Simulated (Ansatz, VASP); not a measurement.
Two plane-wave programs on Si3C2

```xyz
5
Lattice="1.3604 0.7854 11.1079 -1.3604 0.7854 11.1079 0.0000 -1.5709 11.1079" Properties=species:S:1:pos:R:3 pbc="T T T"
Si    0.0000    0.0000    0.0000
Si    0.0000    0.0000    6.6647
Si    0.0000    0.0000   26.6590
C     0.0000    0.0000   13.3295
C     0.0000    0.0000   19.9942
```

Alike in both runs: task single point; functional PBE; k mesh 6 × 6 × 6; occupations gaussian, width 0.1 eV; no spin polarisation.

|  | VASP | Ansatz |
| --- | --- | --- |
| version | VASP 6.6.1 | Ansatz 0.2.0 |
| potentials or method | VASP PAW PBE potentials, release 64 (Si, C), cutoff 520 eV | scalar-relativistic, plane waves, PAW |
| valence electrons in the cell | 20 | 20 |

Ansatz gave:

* gap on the k mesh at the Fermi level (eV): none
* pressure (GPa): -15.3
* traceless stress, the component that is largest in VASP (GPa): -10.23
* rms of the force components (eV/Å): 0.621

Question: What did VASP give for the same quantities?

Answer: gap on the k mesh at the Fermi level (eV): none; pressure (GPa): -15.3; traceless stress, the component that is largest in VASP (GPa): -10.22; rms of the force components (eV/Å): 0.619.

Atom by atom the forces differ by 0.002 eV/Å (rms over components). A gap of «none» marks a metal or a gap that the smearing closes. The functional is the same, so the differences come from potentials, cutoffs and numerics.

The k mesh is coarse, so the values compare programs but aren't converged.
